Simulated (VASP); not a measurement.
Set up this calculation in VASP 6.6.1, as the native input.

```
Task                   : single point
Functional             : LDA
Potentials or basis    : VASP PAW LDA potentials, release 64 (Au, Ni, O)
Cutoff                 : 520 eV
k mesh                 : 6 × 6 × 6
Occupations            : gaussian, width 0.05 eV
Spin                   : collinear spin, ferromagnetic start
Starting moments       : [0.0, 3.0, 0.0, 0.0] μB
Hubbard terms          : Ni d U = 4.0 eV
Dipole correction      : no
Further INCAR settings : ALGO = Normal; EDIFF = 1e-06; NBANDS = 28
```

The structure of NiAuO2 lies in POSCAR:

```
NiAuO2
1.0
    1.7671829600      1.0202835600      6.6721363200
   -1.7671829600      1.0202835600      6.6721363200
    0.0000000000     -2.0405671100      6.6721363200
Au Ni O
1 1 2
Direct
    0.0000000000      0.0000000000      0.0000000000
    0.5000000000      0.5000000000      0.5000000000
    0.1066000000      0.1066000000      0.1066000000
    0.8934000000      0.8934000000      0.8934000000
```

One way to write it, as run:

INCAR

```
SYSTEM = NiAuO2
ALGO     = Normal         ! electronic algorithm
EDIFF    = 1E-6           ! SCF threshold, eV
ENCUT    = 520            ! plane-wave cutoff, eV
ISIF     = 2              ! what is computed and relaxed
ISMEAR   = 0              ! smearing method
ISPIN    = 2              ! spin polarisation
LASPH    = .TRUE.         ! aspherical terms in the spheres
LCHARG   = .TRUE.         ! write CHGCAR
LDAU     = .TRUE.         ! DFT+U
LDAUJ    = 0 0 0        
LDAUL    = -1 2 -1        ! shell
LDAUPRINT= 1            
LDAUTYPE = 2            
LDAUU    = 0 4 0          ! U, eV
LELF     = .TRUE.         ! ELF
LMAXMIX  = 4              ! l up to which the mixer works
LORBIT   = 11             ! projections on sites
LREAL    = .FALSE.        ! projectors in reciprocal space
LVHAR    = .TRUE.       
LWAVE    = .FALSE.        ! write WAVECAR
MAGMOM   = 0 3 0 0        ! initial moments
NBANDS   = 28             ! bands
NELM     = 150            ! most SCF steps
PREC     = Accurate       ! precision mode
SIGMA    = 0.05           ! smearing width, eV
```

KPOINTS

```
k-points
0
G
  6 6 6
  0 0 0
```

Potentials or basis: VASP PAW LDA potentials, release 64 (Au, Ni, O).

Command:

```bash
$ cat potpaw_LDA.64/Au/POTCAR potpaw_LDA.64/Ni/POTCAR potpaw_LDA.64/O/POTCAR > POTCAR
$ mpirun -np 1 vasp_std > vasp.out
```

Results of the run:

| Property | Result |
| --- | --- |
| Pressure | -28.6 GPa |
| Largest force | 0.235 eV/Å |
| Band gap on the k mesh | zero (filled and empty bands overlap) |
| Net moment | 1.00 μB per cell |
| Site moments | Au -0.28; Ni +1.61; O -0.14 μB |
| Valence electrons inside the program's atomic spheres | Au 9.36; Ni 8.51; O 4.76 |

Caveat: spin-orbit coupling is left out, which moves the levels of the heavy elements; a cell with one magnetic atom can't hold antiferromagnetic order, which such compounds often take.

Run time: 10 min on 1 thread of Intel(R) Xeon(R) 6975P-C (Granite Rapids), with other jobs on the host, peak memory 0.37 GiB.
